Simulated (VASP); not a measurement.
Runs of VASP 6.6.1 on GaP4. The structure is that of space group Cmmm (No. 65), or close to it. The cells are those of the table. 

```csv
task,cell,k mesh,cutoff (eV),gap on the mesh (eV),pressure (GPa),relaxed volume (Å³/atom),largest force (eV/Å)
relaxation of cell and atoms,"relaxed from a = 4.234, b = 4.234, c = 6.421 Å, angles 90.0, 90.0, 114.2°, 5 atoms",4 × 4 × 4,600,none,0.0,(a),-
relaxation of cell and atoms,"relaxed from a = 3.544, b = 3.544, c = 7.036 Å, angles 90.0, 90.0, 92.3°, 5 atoms",10 × 10 × 6,600,none,0.0,17.68,0.01
single point,"a = 4.232, b = 4.232, c = 5.816 Å, angles 90.0, 90.0, 114.7°, 5 atoms",4 × 4 × 4,520,none,-0.1,-,0.05
single point,"a = 3.540, b = 3.540, c = 7.058 Å, angles 90.0, 90.0, 92.3°, 5 atoms",10 × 10 × 6,520,none,-0.1,-,0.04
single point,"a = 3.544, b = 3.544, c = 7.036 Å, angles 90.0, 90.0, 92.3°, 5 atoms",10 × 10 × 8,520,none,-0.1,-,0.04
```

Alike in all rows: level PBE; potentials or basis VASP PAW PBE potentials, release 64 (Ga_d, P); no spin polarisation; smearing gaussian 0.1 eV.

**Question.** Fill in the values left out.

**Answer.** (a) 19.14.

Caveats: some runs use coarse meshes.

A k mesh can miss the band edges, and the runs leave out spin-orbit coupling on Ga.

A gap of «none» marks levels without a gap at the run's occupations.
